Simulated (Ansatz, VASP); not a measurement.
**AlGa2As3: VASP beside Ansatz**

```
CELL_PARAMETERS angstrom
6.17710 0.00000 0.00000
-3.08855 5.34953 0.00000
0.00000 0.00000 3.43098
ATOMIC_POSITIONS crystal
Al 0.00000 0.00000 0.00000
Ga 0.33333 0.66667 0.00000
Ga 0.66667 0.33333 0.00000
As 0.50000 0.00000 0.50000
As 0.50000 0.50000 0.50000
As 0.00000 0.50000 0.50000
```

Change from the starting cell: species swapped into the CeB2Ir3 type (P6/mmm, No. 191).

Alike in both runs: task single point; functional PBE; k mesh 3 × 3 × 6; occupations gaussian, width 0.1 eV; no spin polarisation.

```csv
,VASP,Ansatz
version,VASP 6.6.1,Ansatz 0.2.0
potentials or method,"VASP PAW PBE potentials, release 64 (Al, Ga_d, As), cutoff 520 eV","scalar-relativistic, plane waves, PAW"
valence electrons in the cell,44,74
```

VASP gave:

```
gap on the k mesh at the Fermi level (eV)                     : none
pressure (GPa)                                                : 15.7
traceless stress, the component that is largest in VASP (GPa) : 1.93
```

Question: Estimate Ansatz's values.

Answer: gap on the k mesh at the Fermi level (eV): none; pressure (GPa): 15.4; traceless stress, the component that is largest in VASP (GPa): 1.85.

A gap of «none» marks a metal or a gap that the smearing closes. The functional is the same, so the differences come from potentials, cutoffs and numerics. VASP's potentials hold 44 valence electrons a cell and Ansatz's 74, so a difference there can come from the potentials and not from the codes.

The k mesh is coarse, so the values compare programs but aren't converged.
